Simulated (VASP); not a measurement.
A run of VASP 6.6.1:

File INCAR:

```
SYSTEM = H4CO2
ALGO = Normal
EDIFF = 1E-6
ENCUT = 1000
GGA = PS
GGA_COMPAT = .False.
ISIF = 2
ISMEAR = -1
LASPH = .True.
LCHARG = .False.
LREAL = Auto
LWAVE = .False.
NBANDS = 60
NELM = 120
PREC = Accurate
SIGMA = 0.02
```

The input KPOINTS:

```
k-points
0
Gamma
  1 1 1
  0 0 0
```

The input POSCAR:

```
H4CO2
1.0
    7.7136190000      0.0000000000      0.0000000000
    0.0000000000      7.7136190000      0.0000000000
    0.0000000000      0.0000000000      7.7136190000
O C H
8 4 16
Direct
    0.9013278981      0.4723723067      0.7688479299
    0.4335059847      0.8217932465      0.9756639523
    0.5164501902      0.3979325398      0.4941130746
    0.7668514610      0.9318712786      0.0735193169
    0.9729414948      0.8329293941      0.7480794683
    0.3548139985      0.9033114029      0.3266171171
    0.3849684564      0.2447359663      0.0121084539
    0.0735193169      0.0800402509      0.0463077059
    0.9049578414      0.3162458504      0.7943742101
    0.4310557729      0.8648340033      0.8230637266
    0.4129708766      0.4934259781      0.4097946761
    0.6976751120      0.7888774387      0.0555122051
    1.0285314844      0.2391743746      0.7535243833
    0.7825250379      0.2524884882      0.8534256100
    0.5382557785      0.9302507682      0.7512038124
    0.3016482925      0.8551627971      0.7601490299
    0.3058356914      0.5351314344      0.4866068703
    0.4353598486      0.5567555255      0.2796482429
    0.7148525225      0.6980640345     -0.0583643034
    0.6472188995      0.6939414560      0.1699332052
    0.9651241525      0.7174453392      0.8000913709
    0.8897898639      0.8888823780      0.8287679233
    0.2785333318      0.9220833956      0.2226581323
    0.4633104124      0.9433963487      0.2670860461
    0.2574018758      0.2156186350     -0.0027224575
    0.3805736322      0.2973053245      0.1246885541
   -0.0505210330      0.0811292339      0.0602700237
    0.1009772456      0.0012964083     -0.0490690557
```

Potentials or basis: VASP PAW PBE potentials, release 64 (O_h, C_h, H_h).

Launch:

```bash
$ cat potpaw_PBE.64/O_h/POTCAR potpaw_PBE.64/C_h/POTCAR potpaw_PBE.64/H_h/POTCAR > POTCAR
$ mpirun -np 1 vasp_gam > vasp.out
```

Hardware: 1 thread of Intel(R) Xeon(R) 6975P-C (Granite Rapids) (shared host).

How long does it take, and how much memory?

It took 92 s on 1 thread of Intel(R) Xeon(R) 6975P-C (Granite Rapids), with other jobs on the host, peak memory 0.93 GiB. Counts: scf iterations 18, k points 1.
